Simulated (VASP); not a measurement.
# Sm (Fm-3m) in VASP: a series of runs

The runs below take Sm through single point, with r2SCAN.

Everything below comes from runs of VASP 6.6.1. Logs are shortened: lines on timing, memory, paths and dates and some standing lists are left out, and cuts for length are marked.

## (1) The cell of the first run

The structure is cubic, space group Fm-3m (No. 225). Conventional cell: a = 5.000 Å, b = 5.000 Å, c = 5.000 Å, α = 90.00°, β = 90.00°, γ = 90.00°. Within 4.6 Å of Sm (site symmetry m-3m) lie 12 Sm at 3.54 Å.

This isn't the form of Sm at room conditions, which is rhombohedral.

## (2) Single point, r2SCAN

Input file POSCAR:

```
Sm
1.0
    0.0000000000      2.5000000000      2.5000000000
    2.5000000000      0.0000000000      2.5000000000
    2.5000000000      2.5000000000      0.0000000000
Sm
1
Direct
    0.0000000000      0.0000000000      0.0000000000
```

Input file INCAR.step1:

```
  PREC = Accurate
  ENCUT = 800
  ISMEAR = 0
  SIGMA = 0.05
  LREAL = False
  LASPH = True
  NELM = 200
  NBANDS = 14
  GGA = PE
  ALGO = Normal
  EDIFF = 1E-5
  LWAVE = True
  LCHARG = False
  GGA_COMPAT = False
  LMAXMIX = 6
```

Input file INCAR.step2:

```
  PREC = Accurate
  ENCUT = 800
  EDIFF = 1E-6
  ISMEAR = 0
  SIGMA = 0.05
  LREAL = False
  LASPH = True
  NELM = 200
  ALGO = Normal
  ISIF = 2
  LWAVE = False
  LCHARG = False
  METAGGA = R2SCAN
  LMIXTAU = True
  NBANDS = 14
  ISTART = 1
  GGA_COMPAT = False
  LMAXMIX = 6
```

Input file KPOINTS:

```
Automatic mesh
0
Gamma
  4 4 4
```

Potentials or basis: VASP PAW PBE potentials, release 64 (Sm).

Run with:

```sh
> cat potpaw_PBE.64/Sm/POTCAR > POTCAR
> cp INCAR.step1 INCAR
> mpirun -np 1 vasp_std > vasp.out
> cp INCAR.step2 INCAR
> mpirun -np 1 vasp_std > vasp.out
```

OUTCAR:

```text
PREC = Accurate
   ENCUT = 800
   EDIFF = 1E-6
   ISMEAR = 0
   LREAL = False
   LASPH = True
   NELM = 200
   ISIF = 2
   METAGGA = R2SCAN
   ISTART = 1

 ion  position               nearest neighbor table
   1  0.000  0.000  0.000-

  LATTYP: Found a face centered cubic cell.
 ALAT       =     5.0000000000

  Lattice vectors:

 A1 = (   0.0000000000,   2.5000000000,   2.5000000000)
 A2 = (   2.5000000000,   0.0000000000,   2.5000000000)
 A3 = (   2.5000000000,   2.5000000000,   0.0000000000)

Analysis of symmetry for initial positions (statically):
=====================================================================
 Subroutine PRICEL returns:
 Original cell was already a primitive cell.

 Routine SETGRP: Setting up the symmetry group for a
 face centered cubic supercell.

 Subroutine GETGRP returns: Found 48 space group operations
 (whereof 48 operations were pure point group operations)
 out of a pool of 48 trial point group operations.

The static configuration has the point symmetry O_h .

Analysis of symmetry for dynamics (positions and initial velocities):
=====================================================================
 Subroutine PRICEL returns:
 Original cell was already a primitive cell.

 Routine SETGRP: Setting up the symmetry group for a
 face centered cubic supercell.

 Subroutine GETGRP returns: Found 48 space group operations
 (whereof 48 operations were pure point group operations)
 out of a pool of 48 trial point group operations.

The dynamic configuration has the point symmetry O_h .

 Subroutine INISYM returns: Found 48 space group operations
 (whereof 48 operations are pure point group operations),
 and found     1 'primitive' translations

----------------------------------------------------------------------------------------

                                     Primitive cell

  volume of cell :      31.2500

  direct lattice vectors                    reciprocal lattice vectors
     0.000000000  2.500000000  2.500000000    -0.200000000  0.200000000  0.200000000
     2.500000000  0.000000000  2.500000000     0.200000000 -0.200000000  0.200000000
     2.500000000  2.500000000  0.000000000     0.200000000  0.200000000 -0.200000000

  length of vectors
     3.535533906  3.535533906  3.535533906     0.346410162  0.346410162  0.346410162

  position of ions in fractional coordinates (direct lattice)
     0.000000000  0.000000000  0.000000000

  ion indices of the primitive-cell ions
   primitive index   ion index
                 1           1

----------------------------------------------------------------------------------------

 KPOINTS: Automatic mesh

Automatic generation of k-mesh.
 Grid dimensions read from file:
 generate k-points for:    4    4    4

 Generating k-lattice:

  Cartesian coordinates                     Fractional coordinates (reciprocal lattice)
    -0.050000000  0.050000000  0.050000000     0.250000000  0.000000000  0.000000000
     0.050000000 -0.050000000  0.050000000     0.000000000  0.250000000  0.000000000
     0.050000000  0.050000000 -0.050000000     0.000000000  0.000000000  0.250000000

  Length of vectors
     0.086602540  0.086602540  0.086602540

  Shift w.r.t. Gamma in fractional coordinates (k-lattice)
     0.000000000  0.000000000  0.000000000

 Subroutine IBZKPT returns following result:
 ===========================================

 Found      8 irreducible k-points:

 Following reciprocal coordinates:
            Coordinates               Weight
  0.000000  0.000000  0.000000      1.000000
  0.250000  0.000000  0.000000      8.000000
  0.500000  0.000000  0.000000      4.000000
  0.250000  0.250000  0.000000      6.000000
  0.500000  0.250000  0.000000     24.000000
 -0.250000  0.250000  0.000000     12.000000
  0.500000  0.500000  0.000000      3.000000
 -0.250000  0.500000  0.250000      6.000000
   k-points           NKPTS =      8   k-points in BZ     NKDIM =      8   number of bands    NBANDS=     14
   number of dos      NEDOS =    301   number of ions     NIONS =      1
   total plane-waves  NPLWV =  46656
   dimension x,y,z NGX =    36 NGY =   36 NGZ =   36
   dimension x,y,z NGXF=    72 NGYF=   72 NGZF=   72
   ions per type =               1
   NGX,Y,Z   is equivalent  to a cutoff of  16.93, 16.93, 16.93 a.u.
   NGXF,Y,Z  is equivalent  to a cutoff of  33.86, 33.86, 33.86 a.u.
 SYSTEM =  unknown system
   PREC   = accura    normal or accurate (medium, high low for compatibility)
   ISTART =      1    job   : 0-new  1-cont  2-samecut
   ICHARG =      0    charge: 1-file 2-atom 10-const
   ISPIN  =      1    spin polarized calculation?
   LNONCOLLINEAR =      F non collinear calculations
   LSORBIT =      F    spin-orbit coupling
   LASPH  =      T    aspherical Exc in radial PAW
   ENCUT  =  800.0 eV  58.80 Ry    7.67 a.u.   8.15  8.15  8.15*2*pi/ulx,y,z
   NELM   =    200;   NELMIN=  2; NELMDL=  0     # of ELM steps
   EDIFF  = 0.1E-05   stopping-criterion for ELM
   LREAL  =      F    real-space projection
   EDIFFG = 0.1E-04   stopping-criterion for IOM
   NSW    =      0    number of steps for IOM
   IBRION =     -1    ionic relax: 0-MD 1-quasi-New 2-CG
   NFREE  =      0    steps in history (QN), initial steepest desc. (CG)
   ISIF   =      2    stress and relaxation
   ISYM   =      2    0-nonsym 1-usesym 2-fastsym
   POTIM  = 0.5000    time-step for ionic-motion
   TEBEG  =    0.0;   TEEND  =   0.0 temperature during run
   PSTRESS=    0.0 pullay stress
   NELECT =      16.0000    total number of electrons
   NUPDOWN=      -1.0000    fix difference up-down
   EMIN   =  10.00;   EMAX   =-10.00  energy-range for DOS
   EFERMI =   0.00;   METHOD = LEGACY
   ISMEAR =     0;   SIGMA  =   0.05  broadening in eV -4-tet -1-fermi 0-gaus
   EFERMI_NEDOS =   21; number of points for ismear=-14 and -15
   IALGO  =     38    algorithm
   IMIX   =      4    mixing-type and parameters
     AMIX     =   0.40;   BMIX     =  1.00
     AMIX_MAG =   1.60;   BMIX_MAG =  1.00
  volume/ion in A,a.u.               =      31.25       210.89
  Fermi-wavevector in a.u.,A,eV,Ry     =   1.309679  2.474934 23.337512  1.715259
  Thomas-Fermi vector in A             =   2.440261
   LORBIT       =      0    0 simple, 1 ext, 2 COOP (PROOUT), +10 PAW based schemes
   METAGGA = R2SCAN    functional components
   LHFCALC =     F    Hartree Fock is set to
   AEXX    =    0.0000 exact exchange contribution
   IVDW    =     0    specifies the selected vdW correction
   LEPSILON=     F    determine dielectric tensor
   LRPA    =     F    only Hartree local field effects (RPA)
 non-spin polarized calculation
 Gauss-broadening in eV      SIGMA  =   0.05
  energy-cutoff  :      800.00
  volume of cell :       31.25
 maximum number of plane-waves:      1639
 NGX is ok and might be reduce to    36
   NGX = 17   NGY = 17   NGZ = 17

 number of electron      16.0000000 magnetization

 Free energy of the ion-electron system (eV)
  ---------------------------------------------------
  ext. energy  EPLUGINS =         0.00000000
  ---------------------------------------------------
  free energy    TOTEN  =       -29.44951236 eV

  energy without entropy =      -29.40548220  energy(sigma->0) =      -29.42749728

 E-fermi :   3.3529     XC(G=0): -11.0259

 val. band max:        3.3488154913   @ k =  -0.2500   0.2500   0.0000
 cond. band min:       3.3675308677   @ k =   0.5000   0.5000   0.0000
 fundamental gap:      0.0187153765
 Fermi energy:         3.3529165970

 k-point     1 :       0.0000    0.0000    0.0000
  band No.  band energies     occupation
      1     -37.6327      2.00000
      2     -16.1838      2.00000
      3     -16.1838      2.00000
      4     -16.1838      2.00000
      5      -0.7015      2.00000
      6       3.0485      2.00000
      7       3.2842      1.94808
      8       3.2842      1.94808
      9       3.2842      1.94807
     10       3.5800      0.00000
     11       3.5800      0.00000
     12       3.5800      0.00000
     13       5.9027      0.00000
     14       5.9027      0.00000

 k-point     2 :       0.2500    0.0000    0.0000
  band No.  band energies     occupation
      1     -37.5593      2.00000
      2     -16.8370      2.00000
      3     -16.2614      2.00000
      4     -16.2614      2.00000
      5       0.9211      2.00000
      6       3.0665      2.00000
      7       3.2098      1.99995
      8       3.3456      1.16371
      9       3.3456      1.16366
     10       3.4291      0.03112
     11       3.4291      0.03112
     12       3.5849      0.00000
     13       5.0445      0.00000
     14       6.2635      0.00000

 k-point     3 :       0.5000    0.0000    0.0000
  band No.  band energies     occupation
      1     -37.4845      2.00000
      2     -17.4241      2.00000
      3     -16.3372      2.00000
      4     -16.3372      2.00000
      5       1.7307      2.00000
      6       3.0839      2.00000
      7       3.2923      1.91332
      8       3.2923      1.91330
      9       3.4112      0.09921
     10       3.5208      0.00000
     11       3.5208      0.00000
     12       3.5897      0.00000
     13       5.6263      0.00000
     14       5.6263      0.00000
[... 52 lines left out ...]
 k-point     7 :       0.5000    0.5000    0.0000
  band No.  band energies     occupation
      1     -37.4362      2.00000
      2     -17.3342      2.00000
      3     -16.6145      2.00000
      4     -16.6145      2.00000
      5       1.5442      2.00000
      6       2.4723      2.00000
      7       3.3218      1.62080
      8       3.3373      1.34178
      9       3.3373      1.34174
     10       3.3675      0.67935
     11       3.4801      0.00032
     12       3.4801      0.00032
     13       3.5142      0.00001
     14       7.8604      0.00000

 k-point     8 :      -0.2500    0.5000    0.2500
  band No.  band energies     occupation
      1     -37.4357      2.00000
      2     -16.9886      2.00000
      3     -16.9886      2.00000
      4     -16.6420      2.00000
      5       2.6690      2.00000
      6       3.2199      1.99983
      7       3.2445      1.99784
      8       3.2445      1.99784
      9       3.3778      0.48153
     10       3.3778      0.48149
     11       3.5134      0.00001
     12       3.6707      0.00000
     13       4.6162      0.00000
     14       4.6162      0.00000

------------------------ aborting loop because EDIFF is reached ----------------------------------------

  FORCE on cell =-STRESS in cart. coord.  units (eV):
  Direction    XX          YY          ZZ          XY          YZ          ZX
  --------------------------------------------------------------------------------------
  -------------------------------------------------------------------------------------
  Total       -1.0997666     -1.0997666     -1.0997666     -0.0000000      0.0000000      0.0000000
  in kB      -56.3846750    -56.3846750    -56.3846750     -0.0000000      0.0000000      0.0000000
  external PRESSURE =     -56.3846750 kB  Pullay stress =       0.0000000 kB

 VOLUME and BASIS-vectors are now :
 -----------------------------------------------------------------------------
  energy-cutoff  :      800.00
  volume of cell :       31.25
      direct lattice vectors                 reciprocal lattice vectors
     0.000000000  2.500000000  2.500000000    -0.200000000  0.200000000  0.200000000
     2.500000000  0.000000000  2.500000000     0.200000000 -0.200000000  0.200000000
     2.500000000  2.500000000  0.000000000     0.200000000  0.200000000 -0.200000000

 POSITION                                       TOTAL-FORCE (eV/Angst)
 -----------------------------------------------------------------------------------
      0.00000      0.00000      0.00000         0.000000      0.000000     -0.000000
 -----------------------------------------------------------------------------------
    total drift:                               -0.000000      0.000000      0.000000

  FREE ENERGIE OF THE ION-ELECTRON SYSTEM (eV)
  ---------------------------------------------------
  free  energy   TOTEN  =       -29.4495123556 eV

  energy  without entropy=      -29.4054822033  energy(sigma->0) =      -29.42749728
```

Wall time 65 s (1 thread of Intel Xeon 6975P-C (Granite Rapids), shared host); peak memory 0.24 GiB.

What came out:

| Item | Value |
| --- | --- |
| Free energy | -29.4495 eV |
| Pressure | -5.6 GPa |
| Band gap on the k mesh | zero (bands 8 and 9 overlap by 0.08 eV) |

Caveat: the k points lie up to 0.54 Å⁻¹ apart; the PAW data sets were made with another functional, which shifts forces and pressure a little; spin-orbit coupling is left out, which moves the levels of the heavy elements; semilocal functionals describe open f shells poorly, which spoils levels, moments and volumes.

## (3) Single point, r2SCAN

Input file POSCAR:

```
Sm
1.0
    0.0000000000      2.5000007500      2.5000007500
    2.5000007500      0.0000000000      2.5000007500
    2.5000007500      2.5000007500      0.0000000000
Sm
1
Direct
    0.0000000000      0.0000000000      0.0000000000
```

Input file INCAR.step1:

```
SYSTEM = Sm
ALGO = Normal ; EDIFF = 1E-5
ENCUT = 800 ; GGA = PE
GGA_COMPAT = .False. ; ISMEAR = 0
LASPH = .True. ; LCHARG = .False.
LMAXMIX = 6 ; LREAL = .False.
LWAVE = .True. ; NBANDS = 14
NELM = 200 ; PREC = Accurate
SIGMA = 0.05
```

Input file INCAR.step2:

```
SYSTEM = Sm
ALGO = Normal ; EDIFF = 1E-6
ENCUT = 800 ; GGA_COMPAT = .False.
ISIF = 2 ; ISMEAR = 0
ISTART = 1 ; LASPH = .True.
LCHARG = .False. ; LMAXMIX = 6
LMIXTAU = .True. ; LREAL = .False.
LWAVE = .False. ; METAGGA = R2SCAN
NBANDS = 14 ; NELM = 200
PREC = Accurate ; SIGMA = 0.05
```

Input file KPOINTS:

```
k-points
0
Gamma
  4 4 4
  0 0 0
```

Potentials or basis: VASP PAW PBE potentials, release 64 (Sm).

Run with:

```sh
> cat potpaw_PBE.64/Sm/POTCAR > POTCAR
> cp INCAR.step1 INCAR
> mpirun -np 1 vasp_std > vasp.out
> cp INCAR.step2 INCAR
> mpirun -np 1 vasp_std > vasp.out
```

Run time: 66 s. Hardware: 1 thread of Intel Xeon 6975P-C (Granite Rapids), shared host; peak memory 0.24 GiB.

Results (log left out):

- Free energy: -29.4495 eV
- Pressure: -5.3 GPa
- Band gap on the k mesh: zero (bands 8 and 9 overlap by 0.08 eV)

Levels at points of the mesh, in eV from the Fermi level:
```
           k point  band 4  band 5  band 6  band 7  band 8  band 9  band 10  band 11  band 12  band 13
(0.00, 0.00, 0.00)  -19.54   -4.05   -0.31   -0.07   -0.07   -0.07     0.23     0.23     0.23     2.55
(0.50, 0.00, 0.00)  -19.69   -1.62   -0.27   -0.06   -0.06    0.06     0.17     0.17     0.24     2.27
(0.50, 0.50, 0.00)  -19.97   -1.81   -0.88   -0.03   -0.01   -0.01     0.01     0.13     0.13     0.16
```

Caveat: the k points lie up to 0.54 Å⁻¹ apart; the PAW data sets were made with another functional, which shifts forces and pressure a little; spin-orbit coupling is left out, which moves the levels of the heavy elements; semilocal functionals describe open f shells poorly, which spoils levels, moments and volumes. Spin polarisation is off, so any magnetic state and its effect on volume and gap are missing.

## (4) Single point, r2SCAN

Input file POSCAR:

```
Sm
1.0
    0.0000000000      2.5000000000      2.5000000000
    2.5000000000      0.0000000000      2.5000000000
    2.5000000000      2.5000000000      0.0000000000
Sm
1
Direct
    0.0000000000      0.0000000000      0.0000000000
```

Input file INCAR.step1:

```
SYSTEM = Sm
PREC = Accurate
ENCUT = 800
ISMEAR = 0
SIGMA = 0.05
LREAL = .FALSE.
LASPH = .TRUE.
NELM = 200
NBANDS = 14
GGA = PE
ALGO = Normal
EDIFF = 1E-5
LWAVE = .TRUE.
LCHARG = .FALSE.
GGA_COMPAT = .FALSE.
LMAXMIX = 6
```

Input file INCAR.step2:

```
SYSTEM = Sm
PREC = Accurate
ENCUT = 800
EDIFF = 1E-6
ISMEAR = 0
SIGMA = 0.05
LREAL = .FALSE.
LASPH = .TRUE.
NELM = 200
ALGO = Normal
ISIF = 2
LWAVE = .FALSE.
LCHARG = .FALSE.
METAGGA = R2SCAN
LMIXTAU = .TRUE.
NBANDS = 14
ISTART = 1
GGA_COMPAT = .FALSE.
LMAXMIX = 6
```

Input file KPOINTS:

```
Automatic mesh
0
G
  4 4 4
  0 0 0
```

Run with:

```sh
> cat potpaw_PBE.64/Sm/POTCAR > POTCAR
> cp INCAR.step1 INCAR
> mpirun -np 1 vasp_std > vasp.out
> cp INCAR.step2 INCAR
> mpirun -np 1 vasp_std > vasp.out
```

Run time: 63 s. Hardware: 1 thread of Intel Xeon 6975P-C (Granite Rapids), shared host; peak memory 0.24 GiB.

It converged, with:

```
Free energy            : -29.4495 eV
Pressure               : -5.6 GPa
Band gap on the k mesh : zero (bands 8 and 9 overlap by 0.08 eV)
```

Levels at points of the mesh, in eV from the Fermi level:
| k point | band 5 | band 6 | band 7 | band 8 | band 9 | band 10 | band 11 | band 12 |
| --- | --- | --- | --- | --- | --- | --- | --- | --- |
| (0.00, 0.00, 0.00) | -4.05 | -0.30 | -0.07 | -0.07 | -0.07 | 0.23 | 0.23 | 0.23 |
| (0.50, 0.00, 0.00) | -1.62 | -0.27 | -0.06 | -0.06 | 0.06 | 0.17 | 0.17 | 0.24 |
| (0.50, 0.50, 0.00) | -1.81 | -0.88 | -0.03 | -0.02 | -0.02 | 0.01 | 0.13 | 0.13 |

Caveat: the k points lie up to 0.54 Å⁻¹ apart; the PAW data sets were made with another functional, which shifts forces and pressure a little; spin-orbit coupling is left out, which moves the levels of the heavy elements; semilocal functionals describe open f shells poorly, which spoils levels, moments and volumes. Spin polarisation is off, so any magnetic state and its effect on volume and gap are missing.
